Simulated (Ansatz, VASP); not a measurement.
# MgB2: VASP beside Ansatz

The input INCAR:

```
SYSTEM = MgB2
PREC = Accurate ; ENCUT = 520
EDIFF = 1E-6 ; ISMEAR = 0
SIGMA = 0.1 ; LREAL = .FALSE.
LASPH = .TRUE. ; NELM = 60
ALGO = Normal ; ISIF = 2
LWAVE = .FALSE. ; LCHARG = .TRUE.
GGA = PE ; LELF = .TRUE.
LVHAR = .TRUE. ; NBANDS = 11
```

KPOINTS

```
Automatic mesh
0
G
  10 10 8
  0 0 0
```

Contents of POSCAR:

```
MgB2
1.0
    3.0291505849      0.0000000000      0.0000000000
   -1.5145752924      2.6233209944      0.0000000000
    0.0000000000      0.0000000000      3.4592212352
Mg B
1 2
Direct
    0.0000000000      0.0000000000      0.0000000000
    0.3333333333      0.6666666667      0.5000000000
    0.6666666667      0.3333333333      0.5000000000
```

Input for Ansatz:

```yaml
crystal:
  lattice:
    - [3.029150584866021, 0.0, 0.0]
    - [-1.5145752924330105, 2.623320994418, 0.0]
    - [0.0, 0.0, 3.4592212351646654]
  atoms:
    - { symbol: Mg, position: [0.0, 0.0, 0.0] }
    - { symbol: B, position: [0.3333333333333333, 0.6666666666666666, 0.5] }
    - { symbol: B, position: [0.6666666666666666, 0.3333333333333333, 0.5] }
basis:
  ecutwfc: 500.0
kpoints:
  mp_grid:
    grid: [10, 10, 8]
hamiltonian:
  xc: pbe
scf:
  occupations:
    method: gaussian
    width: 0.1
output:
  stress: true
```

Alike in both runs: task single point; functional PBE; k mesh 10 × 10 × 8; occupations gaussian, width 0.1 eV; no spin polarisation.

|  | VASP | Ansatz |
| --- | --- | --- |
| version | VASP 6.6.1 | Ansatz 0.2.0 |
| potentials or method | VASP PAW PBE potentials, release 64 (Mg, B), cutoff 520 eV | plane waves, PAW |
| valence electrons in the cell | 8 | 16 |

VASP gave:

```
pressure (GPa)                                                : 7.9
traceless stress, the component that is largest in VASP (GPa) : -2.39
```

Estimate Ansatz's values.

pressure (GPa): 8.1; traceless stress, the component that is largest in VASP (GPa): -2.26.

VASP's potentials hold 8 valence electrons a cell and Ansatz's 16, so a difference there can come from the potentials and not from the codes.
